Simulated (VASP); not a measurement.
Si8O, 9 atoms in the cell. The cell holds a slab with vacuum, 9 atoms: a = 3.851 Å, b = 6.365 Å, c = 19.753 Å, α = 90.00°, β = 90.00°, γ = 90.00°. 

```yaml
Program: VASP 6.6.1
Task: relaxation of the atoms
Functional: PBE
Potentials_or_basis: VASP PAW PBE potentials, release 64 (Si, O)
Cutoff: 520 eV
k_mesh: 7 × 4 × 1
Occupations: gaussian, width 0.05 eV
Spin: collinear spin, ferromagnetic start
Starting_moments: "[0.0, 0.0, 0.0, 0.0, 0.0, 0.0, 0.0, 0.0, 2.0] μB"
Dipole_correction: yes
Atoms_held_fixed_from_0: "[0, 1, 2, 3, 4, 5, 6, 7]"
Further_INCAR_settings: ALGO = Normal; EDIFF = 1e-07; NELMDL = -8; IBRION = 2; EDIFFG = -0.025; NSW = 36
Atoms_held_along_some_axes_from_0: atom 8 along a and b
```

Potentials or basis: VASP PAW PBE potentials, release 64 (Si, O).

Run with:

```bash
$ cat potpaw_PBE.64/Si/POTCAR potpaw_PBE.64/O/POTCAR > POTCAR
$ mpirun -np 4 vasp_std > vasp.out
```

Hardware: 4 MPI ranks on Intel(R) Xeon(R) 6975P-C (Granite Rapids), on a shared host.

Question: Estimate the wall time of this run.

Answer: It took 6.9 min on 4 MPI ranks on Intel(R) Xeon(R) 6975P-C (Granite Rapids), on a shared host, peak memory 0.81 GiB a rank. Counts: scf iterations 81, k points 12, ion steps 3.
